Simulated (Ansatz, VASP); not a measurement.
# Sn3Te2O: VASP beside Ansatz

```
CELL_PARAMETERS angstrom
7.25876 0.00000 0.00000
-3.62938 6.28627 0.00000
0.00000 0.00000 4.57919
ATOMIC_POSITIONS crystal
Sn 0.50000 0.00000 0.50000
Sn 0.50000 0.50000 0.50000
Sn 0.00000 0.50000 0.50000
Te 0.33333 0.66667 0.00000
Te 0.66667 0.33333 0.00000
O 0.00000 0.00000 0.00000
```

Change from the starting cell: species swapped into the GdB2Rh3 type (P6/mmm, No. 191).

Alike in both runs: functional PBE; k mesh 3 × 3 × 4; occupations gaussian, width 0.1 eV; no spin polarisation.

Ansatz relaxed the structure, and its values are those at the end. VASP's run is a single point on that final structure, the one shown.

```csv
,VASP,Ansatz
version,VASP 6.6.1,Ansatz 0.2.0
potentials or method,"VASP PAW PBE potentials, release 64 (Sn_d, Te, O), cutoff 520 eV","scalar-relativistic, plane waves, PAW"
valence electrons in the cell,60,80
```

|  | VASP | Ansatz | Ansatz less VASP |
| --- | --- | --- | --- |
| gap on the k mesh at the Fermi level (eV) | none | none | - |
| pressure (GPa) | 0.1 | 0.1 | +0.03 |

A gap of «none» marks a metal or a gap that the smearing closes. VASP's potentials hold 60 valence electrons a cell and Ansatz's 80, so a difference there can come from the potentials and not from the codes.

Spin-orbit coupling is off throughout.
